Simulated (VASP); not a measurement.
# InSe (R3m) in VASP: density of states with PBE+D3(BJ)

Aim: the density of states of InSe with PBE+D3(BJ).

All numbers are computed with VASP 6.6.1; they aren't measurements. Logs are shortened: lines on timing, memory, paths and dates and some standing lists are left out, and cuts for length are marked.

## (1) The cell of the first run

The structure is trigonal, space group R3m (No. 160). Conventional cell: a = 4.037 Å, b = 4.037 Å, c = 24.908 Å, α = 90.00°, β = 90.00°, γ = 120.00°. Within 3.5 Å of In (site symmetry 3m) lie 3 Se at 2.66 Å and 1 In at 2.79 Å. In (site symmetry 3m) has 3 Se at 2.66 Å and 1 In at 2.79 Å within 3.5 Å. Se (site symmetry 3m) has 3 In at 2.66 Å within 3.5 Å. Se (site symmetry 3m) has 3 In at 2.66 Å within 3.5 Å.

## (2) Density of states, PBE+D3(BJ)

POSCAR reads:

```
InSe
1.0
    2.0184887264      1.1653750095      8.3027172804
   -2.0184887264      1.1653750095      8.3027172804
    0.0000000000     -2.3307500190      8.3027172804
In Se
2 2
Direct
   -0.0003856652     -0.0003856652     -0.0003856652
    0.1117587352      0.1117587352      0.1117587352
    0.6147242531      0.6147242531      0.6147242531
    0.8299026770      0.8299026770      0.8299026770
```

INCAR.step1 reads:

```
SYSTEM = InSe
PREC     = Accurate       ! precision mode
ENCUT    = 520            ! plane-wave cutoff, eV
EDIFF    = 1E-6           ! SCF threshold, eV
ISMEAR   = 0              ! smearing method
SIGMA    = 0.02           ! smearing width, eV
LREAL    = .False.        ! projectors in reciprocal space
LASPH    = .True.         ! aspherical terms in the spheres
NELM     = 100            ! most SCF steps
ALGO     = Normal         ! electronic algorithm
ISIF     = 2              ! what is computed and relaxed
LWAVE    = .False.        ! write WAVECAR
LCHARG   = .True.         ! write CHGCAR
GGA      = PE             ! functional
IVDW     = 12             ! dispersion correction
NBANDS   = 27             ! bands
```

KPOINTS.step1 reads:

```
Automatic mesh
0
Gamma
  12 12 12
  0 0 0
```

INCAR.step2 reads:

```
SYSTEM = InSe
PREC     = Accurate       ! precision mode
ENCUT    = 520            ! plane-wave cutoff, eV
EDIFF    = 1E-6           ! SCF threshold, eV
ISMEAR   = -5             ! smearing method
SIGMA    = 0.02           ! smearing width, eV
LREAL    = .False.        ! projectors in reciprocal space
LASPH    = .True.         ! aspherical terms in the spheres
NELM     = 100            ! most SCF steps
ALGO     = Normal         ! electronic algorithm
ISIF     = 2              ! what is computed and relaxed
LWAVE    = .False.        ! write WAVECAR
LCHARG   = .False.        ! write CHGCAR
GGA      = PE             ! functional
IVDW     = 12             ! dispersion correction
LORBIT   = 11             ! projections on sites
NBANDS   = 27             ! bands
NEDOS    = 1001           ! points of the DOS
ICHARG   = 11             ! starting density
```

KPOINTS.step2 reads:

```
Automatic mesh
0
Gamma
  18 18 18
  0 0 0
```

Potentials or basis: VASP PAW PBE potentials, release 64 (In_d, Se).

Command:

```console
cat potpaw_PBE.64/In_d/POTCAR potpaw_PBE.64/Se/POTCAR > POTCAR
cp INCAR.step1 INCAR
cp KPOINTS.step1 KPOINTS
mpirun -np 1 vasp_std > vasp.out
cp INCAR.step2 INCAR
cp KPOINTS.step2 KPOINTS
mpirun -np 1 vasp_std > vasp.out
```

OUTCAR:

```text
SYSTEM = InSe
   PREC = Accurate
   ENCUT = 520
   EDIFF = 1E-6
   ISMEAR = -5
   LREAL = .False.
   LASPH = .True.
   NELM = 100
   ISIF = 2
   GGA = PE
   IVDW = 12
   LORBIT = 11
   ICHARG = 11
 IVDW          = 12

 ion  position               nearest neighbor table
   1  1.000  1.000  1.000-   3 2.66   3 2.66   3 2.66   2 2.79
   2  0.112  0.112  0.112-   4 2.66   4 2.66   4 2.66   1 2.79
   3  0.615  0.615  0.615-   1 2.66   1 2.66   1 2.66
   4  0.830  0.830  0.830-   2 2.66   2 2.66   2 2.66

  LATTYP: Found a trigonal (rhomboedric) cell.
 ALAT       =     8.6236598895
 COS(alpha) =     0.8904280446

  Lattice vectors:

 A1 = (   2.0184887264,   1.1653750095,   8.3027172804)
 A2 = (  -2.0184887264,   1.1653750095,   8.3027172804)
 A3 = (   0.0000000000,  -2.3307500190,   8.3027172804)

Analysis of symmetry for initial positions (statically):
=====================================================================
 Subroutine PRICEL returns:
 Original cell was already a primitive cell.

 Routine SETGRP: Setting up the symmetry group for a
 trigonal (rhombohedral) supercell.

 Subroutine GETGRP returns: Found  6 space group operations
 (whereof  6 operations were pure point group operations)
 out of a pool of 12 trial point group operations.

The static configuration has the point symmetry C_3v.

Analysis of symmetry for dynamics (positions and initial velocities):
=====================================================================
 Subroutine PRICEL returns:
 Original cell was already a primitive cell.

 Routine SETGRP: Setting up the symmetry group for a
 trigonal (rhombohedral) supercell.

 Subroutine GETGRP returns: Found  6 space group operations
 (whereof  6 operations were pure point group operations)
 out of a pool of 12 trial point group operations.

The dynamic configuration has the point symmetry C_3v.

 Subroutine INISYM returns: Found  6 space group operations
 (whereof  6 operations are pure point group operations),
 and found     1 'primitive' translations

----------------------------------------------------------------------------------------

                                     Primitive cell

  volume of cell :     117.1827

  direct lattice vectors                    reciprocal lattice vectors
     2.018488726  1.165375009  8.302717280     0.247710078  0.143015480  0.040147499
    -2.018488726  1.165375009  8.302717280    -0.247710078  0.143015480  0.040147499
[... 100 lines left out ...]
   TEBEG  =    0.0;   TEEND  =   0.0 temperature during run
   PSTRESS=    0.0 pullay stress
   NELECT =      38.0000    total number of electrons
   NUPDOWN=      -1.0000    fix difference up-down
   EMIN   =  10.00;   EMAX   =-10.00  energy-range for DOS
   EFERMI =   0.00;   METHOD = LEGACY
   ISMEAR =    -5;   SIGMA  =   0.02  broadening in eV -4-tet -1-fermi 0-gaus
   EFERMI_NEDOS =   21; number of points for ismear=-14 and -15
   IALGO  =     38    algorithm
   IMIX   =      4    mixing-type and parameters
     AMIX     =   0.40;   BMIX     =  1.00
     AMIX_MAG =   1.60;   BMIX_MAG =  1.00
  volume/ion in A,a.u.               =      29.30       197.70
  Fermi-wavevector in a.u.,A,eV,Ry     =   1.124730  2.125431 17.211602  1.265017
  Thomas-Fermi vector in A             =   2.261403
   LORBIT       =     11    0 simple, 1 ext, 2 COOP (PROOUT), +10 PAW based schemes
   GGA     = PE    functional components
   LHFCALC =     F    Hartree Fock is set to
   AEXX    =    0.0000 exact exchange contribution
   IVDW    =    12    specifies the selected vdW correction
   LEPSILON=     F    determine dielectric tensor
   LRPA    =     F    only Hartree local field effects (RPA)
 non-spin polarized calculation
 Fermi weights with tetrahedron method with Bloechl corrections
  energy-cutoff  :      520.00
  volume of cell :      117.18
 maximum number of plane-waves:      3191

 number of electron      37.9999997 magnetization

 Free energy of the ion-electron system (eV)
  ---------------------------------------------------
  ext. energy  EPLUGINS =         0.00000000
  ---------------------------------------------------
  free energy    TOTEN  =       -14.15584318 eV

  energy without entropy =      -14.15584318  energy(sigma->0) =      -14.15584318

 E-fermi :   4.1594     XC(G=0):  -8.9159

 val. band max:        4.1405769461   @ k =   0.5000   0.5000   0.5000
 cond. band min:       4.4252016037   @ k =   0.5000   0.5000   0.5000
 fundamental gap:      0.2846246576
 Fermi energy:         4.1593899856

 k-point     1 :       0.0000    0.0000    0.0000
  band No.  band energies     occupation
      1     -10.7067      2.00000
      2     -10.5210      2.00000
      3     -10.5210      2.00000
      4     -10.4372      2.00000
      5     -10.4372      2.00000
      6     -10.4285      2.00000
[... 709 lines left out ...]
     26      10.7074      0.00000
     27      10.8756      0.00000

 [... further k-points ...]

------------------------ aborting loop because EDIFF is reached ----------------------------------------

 Edisp (eV)   -1.19871

 E8    (eV) :    -0.5498

  FORCE on cell =-STRESS in cart. coord.  units (eV):
  Direction    XX          YY          ZZ          XY          YZ          ZX
  --------------------------------------------------------------------------------------
  -------------------------------------------------------------------------------------
  Total       0.03510     0.03510     0.03518     0.00000     0.00000     0.00000
  in kB       0.47984     0.47984     0.48101     0.00000     0.00000     0.00000
  external pressure =        0.48 kB  Pullay stress =        0.00 kB

 VOLUME and BASIS-vectors are now :
 -----------------------------------------------------------------------------
  energy-cutoff  :      520.00
  volume of cell :      117.18
      direct lattice vectors                 reciprocal lattice vectors
     2.018488726  1.165375009  8.302717280     0.247710078  0.143015480  0.040147499
    -2.018488726  1.165375009  8.302717280    -0.247710078  0.143015480  0.040147499
     0.000000000 -2.330750019  8.302717280     0.000000000 -0.286030961  0.040147499

 POSITION                                       TOTAL-FORCE (eV/Angst)
 -----------------------------------------------------------------------------------
      0.00000      0.00000     24.89855         0.000000      0.000000      0.014815
      0.00000      0.00000      2.78370         0.000000      0.000000     -0.014729
      0.00000      0.00000     15.31165         0.000000     -0.000000     -0.015136
      0.00000      0.00000     20.67134         0.000000     -0.000000      0.015050
 -----------------------------------------------------------------------------------
    total drift:                               -0.000000      0.000000     -0.000650

  FREE ENERGIE OF THE ION-ELECTRON SYSTEM (eV)
  ---------------------------------------------------
  free  energy   TOTEN  =       -15.3545541240 eV

  energy  without entropy=      -15.3545541240  energy(sigma->0) =      -15.35455412

 total charge

# of ion       s       p       d       tot
------------------------------------------
    1        0.860   0.655   9.882  11.397
    2        0.860   0.657   9.882  11.399
    3        1.475   2.329   0.022   3.826
    4        1.474   2.330   0.023   3.827
--------------------------------------------------
tot          4.669   5.971  19.809  30.449
```

OUTCAR.step1:

```text
SYSTEM = InSe
   PREC = Accurate
   ENCUT = 520
   EDIFF = 1E-6
   ISMEAR = 0
   LREAL = .False.
   LASPH = .True.
   NELM = 100
[... 954 lines left out ...]
      0.00000      0.00000      2.78370         0.000000      0.000000     -0.014183
      0.00000      0.00000     15.31165         0.000000     -0.000000     -0.014854
      0.00000      0.00000     20.67134         0.000000      0.000000      0.014862
 -----------------------------------------------------------------------------------
    total drift:                                0.000000      0.000000     -0.000697

  FREE ENERGIE OF THE ION-ELECTRON SYSTEM (eV)
  ---------------------------------------------------
  free  energy   TOTEN  =       -15.3546777189 eV

  energy  without entropy=      -15.3546777189  energy(sigma->0) =      -15.35467772
```

Wall time 1.6 h (1 thread of AMD EPYC 7R43 (Zen 3), shared host); peak memory 1.7 GiB.

What came out:

- Valence electrons inside the program's atomic spheres: In 11.40; Se 3.83
- Dispersion energy per atom: -0.300 eV

Caveat: spin-orbit coupling is left out, which moves the levels of the heavy elements.
